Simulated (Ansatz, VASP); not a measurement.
Two plane-wave programs on H2Se

```xyz
3
Lattice="2.6418 0.0000 0.0000 -1.3209 2.2879 0.0000 0.0000 0.0000 7.2037" Properties=species:S:1:pos:R:3 pbc="T T T"
H     0.0000    1.5253    3.6019
H     1.3209    0.7626    3.6019
Se    0.0000    0.0000    0.0000
```

Alike in both runs: task relaxation of cell and atoms; functional PBE; k mesh 18 × 18 × 8; occupations gaussian, width 0.1 eV; no spin polarisation.

|  | VASP | Ansatz |
| --- | --- | --- |
| version | VASP 6.6.1 | Ansatz 0.2.0 |
| potentials or method | VASP PAW PBE potentials, release 64 (H, Se), cutoff 600 eV | scalar-relativistic, plane waves, PAW |
| valence electrons in the cell | 8 | 18 |

|  | VASP | Ansatz | Ansatz less VASP |
| --- | --- | --- | --- |
| gap on the k mesh at the Fermi level, each at its own relaxed structure (eV) | none | none | - |
| relaxed volume (Å³/atom) | 14.51 | 14.51 | 0.000 |
| relaxed cell length with the largest relative difference (Å) | 2.642 | 2.642 | 0.0000 |

A gap of «none» marks a metal or a gap that the smearing closes. VASP's potentials hold 8 valence electrons a cell and Ansatz's 18, so a difference there can come from the potentials and not from the codes.

Noted on VASP's run: the relaxation stopped at its first step, so nothing moved.
